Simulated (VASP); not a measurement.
Sb, 1 atom in the cell. It takes space group I4/mmm (No. 139, tetragonal). Conventional cell: a = 3.010 Å, b = 3.010 Å, c = 4.861 Å, α = 90.00°, β = 90.00°, γ = 90.00°. Within 4.0 Å of Sb (site symmetry 4/mmm) lie 12 Sb at 3.01 to 3.23 Å.  This cell differs from its parent crystal: zz strain of -2 %.

| Quantity | Value |
| --- | --- |
| Program | VASP 6.6.1 |
| Task | electric field gradients |
| Functional | PBEsol |
| Potentials or basis | VASP PAW PBE potentials, release 64 (Sb) |
| Cutoff | 520 eV |
| k mesh | 19 × 19 × 19 |
| Occupations | fermi-dirac, width 0.05 eV |
| Spin | no spin polarisation |
| Dipole correction | no |
| Further INCAR settings | ALGO = Normal; EDIFF = 1e-08; NBANDS = 8 |

Potentials or basis: VASP PAW PBE potentials, release 64 (Sb).

Command:

```console
$ cat potpaw_PBE.64/Sb/POTCAR > POTCAR
$ mpirun -np 1 vasp_std > vasp.out
```

Hardware: 1 thread of Intel(R) Xeon(R) Platinum 8488C (Sapphire Rapids), with other jobs on the host.

Problem. How long does it take, and how much memory?

Solution. Wall time 37 s on 1 thread of Intel(R) Xeon(R) Platinum 8488C (Sapphire Rapids), on a shared host, peak memory 0.21 GiB. Counts: scf iterations 13, k points 550.
